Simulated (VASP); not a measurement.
# Sb (C2/c) in VASP: notebook, part 2 of 2

VASP 6.6.1. The steps go on from the part before.

## 4. Single point, LDA

This run uses another cell than the first one, of 27.61 Å³/atom, 0.926 times its volume.

Contents of INCAR:

```
  PREC = Accurate
  ENCUT = 520
  EDIFF = 1E-6
  ISMEAR = -1
  SIGMA = 0.1
  LREAL = False
  LASPH = True
  NELM = 100
  ALGO = Normal
  ISIF = 2
  LWAVE = False
  LCHARG = True
  GGA = CA
  LELF = True
  LVHAR = True
  NBANDS = 12
  ISYM = 0
```

Contents of KPOINTS:

```
regular mesh
0
Gamma
  11 11 8
```

Contents of POSCAR:

```
Sb
1.0
   -2.9444182598      2.9463248987      1.5730195324
    2.9463248987     -2.9444182598      1.5730195324
    2.9790077067      2.9790077067     -1.5695275197
Sb
2
Direct
    0.9999743445      0.0000256555      0.0000000000
    0.7500256555      0.2499743445      0.5000000000
```

Potentials or basis: VASP PAW LDA potentials, release 64 (Sb).

Command:

```sh
cat potpaw_LDA.64/Sb/POTCAR > POTCAR
mpirun -np 1 vasp_std > vasp.out
```

OUTCAR:

```text
PREC = Accurate
   ENCUT = 520
   EDIFF = 1E-6
   ISMEAR = -1
   LREAL = False
   LASPH = True
   NELM = 100
   ISIF = 2
   GGA = CA
   ISYM = 0

 ion  position               nearest neighbor table
   1  1.000  0.000  0.000-   2 3.06   2 3.06   2 3.07   2 3.07
   2  0.750  0.250  0.500-   1 3.06   1 3.06   1 3.07   1 3.07

IMPORTANT INFORMATION: All symmetrisations will be switched off!
NOSYMM: (Re-)initialisation of all symmetry stuff for point group C_1.

----------------------------------------------------------------------------------------

                                     Primitive cell

  volume of cell :      55.2261

  direct lattice vectors                    reciprocal lattice vectors
    -2.944418260  2.946324899  1.573019532    -0.001171399  0.168586469  0.317758546
     2.946324899 -2.944418260  1.573019532     0.168586469 -0.001171399  0.317758546
     2.979007707  2.979007707 -1.569527520     0.167787548  0.167787548 -0.000203373

  length of vectors
     4.452507130  4.452507130  4.495819221     0.359712751  0.359712751  0.237287514

  position of ions in fractional coordinates (direct lattice)
     0.999974345  0.000025656  0.000000000
     0.750025655  0.249974345  0.500000000

  ion indices of the primitive-cell ions
   primitive index   ion index
                 1           1
                 2           2

----------------------------------------------------------------------------------------

 KPOINTS: regular mesh

Automatic generation of k-mesh.
 Grid dimensions read from file:
 generate k-points for:   11   11    8

 Generating k-lattice:

  Cartesian coordinates                     Fractional coordinates (reciprocal lattice)
    -0.000106491  0.015326043  0.028887141     0.090909091  0.000000000  0.000000000
     0.015326043 -0.000106491  0.028887141     0.000000000  0.090909091  0.000000000
     0.020973444  0.020973444 -0.000025422     0.000000000  0.000000000  0.125000000

  Length of vectors
[... 78 lines left out ...]
  Thomas-Fermi vector in A             =   2.052110
   LORBIT       =      0    0 simple, 1 ext, 2 COOP (PROOUT), +10 PAW based schemes
   GGA     = CA    functional components
   LHFCALC =     F    Hartree Fock is set to
   AEXX    =    0.0000 exact exchange contribution
   IVDW    =     0    specifies the selected vdW correction
   LEPSILON=     F    determine dielectric tensor
   LRPA    =     F    only Hartree local field effects (RPA)
 non-spin polarized calculation
  energy-cutoff  :      520.00
  volume of cell :       55.23
 maximum number of plane-waves:      1505
 NGX is ok and might be reduce to    36
   NGX = 17   NGY = 17   NGZ = 17

 number of electron      10.0000000 magnetization

 number of electron       9.9999999 magnetization

 Free energy of the ion-electron system (eV)
  ---------------------------------------------------
  ext. energy  EPLUGINS =         0.00000000
  ---------------------------------------------------
  free energy    TOTEN  =        -9.45247001 eV

  energy without entropy =       -9.42077025  energy(sigma->0) =       -9.43662013

 E-fermi :   8.0608     XC(G=0): -10.1794

 val. band max:        8.0599024936   @ k =   0.1818   0.0000   0.5000
 cond. band min:       8.0878618603   @ k =  -0.0909   0.0000   0.3750
 fundamental gap:      0.0279593667
 Fermi energy:         8.0607612549

 k-point     1 :       0.0000    0.0000    0.0000
  band No.  band energies     occupation
      1      -4.8653      2.00000
      2       1.0626      2.00000
      3       4.3849      2.00000
      4       4.5340      2.00000
      5      10.1381      0.00000
      6      11.7532      0.00000
      7      11.8085      0.00000
      8      12.6459      0.00000
      9      12.7701      0.00000
     10      15.7091      0.00000
     11      16.4319      0.00000
     12      17.2476      0.00000
[... 331 lines left out ...]
 k-point    24 :      -0.0909    0.3636    0.0000
  band No.  band energies     occupation
      1      -3.2166      2.00000
      2       0.4401      2.00000
      3       4.6495      2.00000
      4       6.1557      2.00000
      5       7.2214      1.99955
      6       8.3822      0.07724
      7       9.2448      0.00001
      8      11.0661      0.00000
      9      13.2449      0.00000
     10      14.5017      0.00000
     11      14.8135      0.00000
     12      17.9416      0.00000

 [... further k-points ...]
[... 5 lines left out ...]
  --------------------------------------------------------------------------------------
  -------------------------------------------------------------------------------------
  Total        0.0840125      0.0840141      0.0597533      0.0003742      0.0014793      0.0014789
  in kB        2.4373046      2.4373516      1.7335173      0.0108546      0.0429155      0.0429060
  external PRESSURE =       2.2027245 kB  Pullay stress =       0.0000000 kB

 VOLUME and BASIS-vectors are now :
 -----------------------------------------------------------------------------
  energy-cutoff  :      520.00
  volume of cell :       55.23
      direct lattice vectors                 reciprocal lattice vectors
    -2.944418260  2.946324899  1.573019532    -0.001171399  0.168586469  0.317758546
     2.946324899 -2.944418260  1.573019532     0.168586469 -0.001171399  0.317758546
     2.979007707  2.979007707 -1.569527520     0.167787548  0.167787548 -0.000203373

 POSITION                                       TOTAL-FORCE (eV/Angst)
 -----------------------------------------------------------------------------------
     -2.94427      2.94617      1.57302         0.000126     -0.000125      0.000000
      0.01762      2.96329      0.78826        -0.000126      0.000125     -0.000000
 -----------------------------------------------------------------------------------
    total drift:                                0.000000     -0.000000     -0.000000

  FREE ENERGIE OF THE ION-ELECTRON SYSTEM (eV)
  ---------------------------------------------------
  free  energy   TOTEN  =        -9.4524700104 eV

  energy  without entropy=       -9.4207702531  energy(sigma->0) =       -9.43662013
```

OSZICAR:

```text
N       E                     dE             d eps       ncg     rms          rms(c)
DAV:   1     0.296244692903E+02    0.29624E+02   -0.34245E+03 11656   0.636E+02
DAV:   2    -0.786415189380E+01   -0.37489E+02   -0.36232E+02 16084   0.107E+02
DAV:   3    -0.945276883098E+01   -0.15886E+01   -0.15691E+01 14324   0.232E+01
DAV:   4    -0.946546955016E+01   -0.12701E-01   -0.12698E-01 13356   0.256E+00
DAV:   5    -0.946560055665E+01   -0.13101E-03   -0.13100E-03 14064   0.288E-01    0.298E+00
DAV:   6    -0.945747311741E+01    0.81274E-02   -0.99133E-04 13552   0.175E-01    0.175E+00
DAV:   7    -0.945246486981E+01    0.50082E-02   -0.23451E-03 13120   0.261E-01    0.491E-02
DAV:   8    -0.945246946184E+01   -0.45920E-05   -0.57233E-05 14096   0.490E-02    0.115E-02
DAV:   9    -0.945247001035E+01   -0.54851E-06   -0.94045E-07  9324   0.680E-03
   1 F= -.94524700E+01 E0= -.94366201E+01  d E =-.316998E-01
```

Run time: 88 s. Hardware: 1 thread of Intel Xeon 6975P-C (Granite Rapids), shared host; peak memory 0.38 GiB.

What came out:

- Free energy: -9.4525 eV
- Pressure: 0.2 GPa
- Band gap on the k mesh: zero (band 5 reaches 11.59 eV, above the bottom of band 6 at 5.83 eV)

Levels at points of the mesh, in eV from the Fermi level:
| k point | band 3 | band 4 | band 5 | band 6 | band 7 | band 8 |
| --- | --- | --- | --- | --- | --- | --- |
| (0.00, 0.00, 0.00) | -3.68 | -3.53 | 2.08 | 3.69 | 3.75 | 4.59 |
| (0.00, 0.00, 0.50) | -1.24 | -1.24 | -0.56 | -0.56 | 4.24 | 4.24 |

Caveat: spin-orbit coupling is left out, which moves the levels of the heavy elements.

## 5. Summary

| cell | k mesh | gap on the mesh (eV) | pressure (GPa) |
| --- | --- | --- | --- |
| a = 4.568, b = 4.568, c = 4.613 Å, angles 97.1, 97.1, 138.6°, 2 atoms | 13 × 13 × 9 | none | -4.1 |
| a = 4.624, b = 4.624, c = 4.669 Å, angles 97.1, 97.1, 138.6°, 2 atoms | 13 × 13 × 9 | none | -5.7 |
| a = 4.453, b = 4.453, c = 4.496 Å, angles 97.1, 97.1, 138.6°, 2 atoms | 11 × 11 × 8 | none | 0.2 |

Alike in all rows: task single point; level LDA; potentials or basis VASP PAW LDA potentials, release 64 (Sb); no spin polarisation; cutoff (eV) 520; smearing fermi-dirac 0.1 eV.

Caveats: spin-orbit coupling is left out, which moves the levels of the heavy elements.

Total energies depend on the potentials used, so only differences within one code and one set of settings carry meaning.
